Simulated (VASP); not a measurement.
Wanted: the native input for a VASP 6.6.1 run.

```yaml
Task: single point
Functional: PBEsol
Potentials_or_basis: VASP PAW PBE potentials, release 64 (Te, Cd)
Cutoff: 520 eV
k_mesh: 7 × 7 × 7
Occupations: fermi-dirac, width 0.05 eV
Spin: no spin polarisation
Dipole_correction: no
Further_INCAR_settings: ALGO = Normal; EDIFF = 1e-06; NBANDS = 16
```

The structure of CdTe lies in POSCAR:

```
CdTe
1.0
    0.0000000000      2.9074701386      2.9074701386
    2.9074701386      0.0000000000      2.9074701386
    2.9074701386      2.9074701386      0.0000000000
Te Cd
1 1
Direct
    0.7500000000      0.7500000000      0.7500000000
    0.0000000000      0.0000000000      0.0000000000
```

These files were run (other wordings do the same):

INCAR

```
SYSTEM = CdTe
PREC = Accurate
ENCUT = 520
EDIFF = 1E-6
ISMEAR = -1
SIGMA = 0.05
LREAL = .FALSE.
LASPH = .TRUE.
NELM = 100
ALGO = Normal
ISIF = 2
LWAVE = .FALSE.
LCHARG = .TRUE.
GGA = PS
LELF = .TRUE.
LVHAR = .TRUE.
NBANDS = 16
```

KPOINTS

```
regular mesh
0
G
  7 7 7
  0 0 0
```

Potentials or basis: VASP PAW PBE potentials, release 64 (Te, Cd).

Launch:

```bash
$ cat potpaw_PBE.64/Te/POTCAR potpaw_PBE.64/Cd/POTCAR > POTCAR
$ mpirun -np 1 vasp_std > vasp.out
```

It gave:

```json
{
 "Pressure": "30.6 GPa",
 "Band gap on the k mesh": "1.59 eV, indirect (least direct gap 1.65 eV)"
}
```

Caveat: the PAW data sets were made with another functional, which shifts forces and pressure a little; spin-orbit coupling is left out, which moves the levels of the heavy elements.

It took 35 s on 1 thread of AMD EPYC 7R13 (shared host), peak memory 0.15 GiB.
